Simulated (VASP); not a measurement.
Input of a VASP 6.6.1 run:

Contents of POSCAR:

```
Zr
1.0
    3.2432726141      0.0000000000      0.0000000000
   -1.6216363071      2.8087564752      0.0000000000
    0.0000000000      0.0000000000      5.1649518744
Zr
2
Direct
    0.3333333333      0.6666666667      0.2500000000
    0.6666666667      0.3333333333      0.7500000000
```

The input INCAR.step1:

```
PREC = Accurate ; ENCUT = 520
ISMEAR = 0 ; SIGMA = 0.05
LREAL = F ; LASPH = T
NELM = 100 ; NBANDS = 19
GGA = PE ; ALGO = Normal
EDIFF = 1E-4 ; LWAVE = T
LCHARG = F
```

The input INCAR.step2:

```
PREC = Accurate ; ENCUT = 520
EDIFF = 1E-6 ; ISMEAR = 0
SIGMA = 0.05 ; LREAL = F
LASPH = T ; NELM = 100
ALGO = Normal ; ISIF = 2
LWAVE = F ; LCHARG = T
METAGGA = R2SCAN ; LMIXTAU = T
LELF = T ; LVHAR = T
NBANDS = 19 ; ISTART = 1
```

Contents of KPOINTS:

```
Automatic mesh
0
Gamma
  8 8 5
```

Potentials or basis: VASP PAW PBE potentials, release 64 (Zr_sv).

Run with:

```sh
$ cat potpaw_PBE.64/Zr_sv/POTCAR > POTCAR
$ cp INCAR.step1 INCAR
$ mpirun -np 1 vasp_std > vasp.out
$ cp INCAR.step2 INCAR
$ mpirun -np 1 vasp_std > vasp.out
```

Question: Predict the band gap on the k mesh.

Answer: Zero (band 12 reaches 9.90 eV, above the bottom of band 13 at 8.70 eV).

Question: What does it give for the pressure?

Answer: 0.0 GPa.

Stress tensor (GPa, compression positive):
```
-0.05  0.00  0.00
 0.00 -0.05  0.00
 0.00  0.00  0.11
```

Caveat: the PAW data sets were made with another functional, which shifts forces and pressure a little.
